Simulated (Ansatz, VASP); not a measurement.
**BiB: VASP beside Ansatz**

Contents of POSCAR:

```
BiB
1.0
    3.8655765108      0.0000000000      0.0000000000
   -1.9327882554      3.3476874586      0.0000000000
    0.0000000000      0.0000000000      6.3754468231
B Bi
2 2
Direct
    0.3333333333      0.6666666667      0.0002433735
    0.6666666667      0.3333333333      0.5002433735
    0.3333333333      0.6666666667      0.3747566265
    0.6666666667      0.3333333333      0.8747566265
```

The input INCAR.step1:

```
SYSTEM = BiB
ALGO = Normal
EDIFF = 1E-4
ENCUT = 520
GGA = PE
ISMEAR = -1
LASPH = .TRUE.
LCHARG = .FALSE.
LREAL = .FALSE.
LWAVE = .TRUE.
NBANDS = 26
NELM = 80
PREC = Accurate
SIGMA = 0.02
```

Contents of INCAR.step2:

```
SYSTEM = BiB
ALGO = Normal
EDIFF = 1E-6
ENCUT = 520
ISIF = 2
ISMEAR = -1
ISTART = 1
LASPH = .TRUE.
LCHARG = .FALSE.
LMIXTAU = .TRUE.
LREAL = .FALSE.
LWAVE = .FALSE.
METAGGA = R2SCAN
NBANDS = 26
NELM = 80
PREC = Accurate
SIGMA = 0.02
```

The input KPOINTS:

```
k-points
0
G
  6 6 4
  0 0 0
```

Input for Ansatz:

```yaml
crystal:
  lattice:
    - [3.8655765108, 0.0, 0.0]
    - [-1.9327882554, 3.3476874586, 0.0]
    - [0.0, 0.0, 6.3754468231]
  atoms:
    - { symbol: B, position: [0.3333333333, 0.6666666667, 0.0002433735] }
    - { symbol: B, position: [0.6666666667, 0.3333333333, 0.5002433735] }
    - { symbol: Bi, position: [0.3333333333, 0.6666666667, 0.3747566265] }
    - { symbol: Bi, position: [0.6666666667, 0.3333333333, 0.8747566265] }
kpoints:
  mp_grid: { grid: [6, 6, 4] }
hamiltonian:
  xc: r2scan
scf:
  occupations: { method: fermi_dirac, width: 0.02 }
  n_extra_bands: 5
output:
  forces: true
  stress: true
  eigenvalues: true
```

Alike in both runs: task single point; functional r2SCAN; k mesh 6 × 6 × 4; occupations fermi-dirac, width 0.02 eV; no spin polarisation.

|  | VASP | Ansatz |
| --- | --- | --- |
| version | VASP 6.6.1 | Ansatz 0.2.0 |
| potentials or method | VASP PAW PBE potentials, release 64 (B, Bi_d) | plane waves, PAW |
| plane-wave cutoff (eV) | 520 | 500 |
| valence electrons in the cell | 36 | 36 |

```csv
,VASP,Ansatz,Ansatz less VASP
pressure (GPa),-0.1,-0.1,+0.04
"traceless stress, the component that is largest in VASP (GPa)",-0.11,-0.11,-0.005
```

VASP's potentials were made for PBE, not for r2SCAN. The functional is the same, so the differences come from potentials, cutoffs and numerics.

Spin-orbit coupling is off throughout.
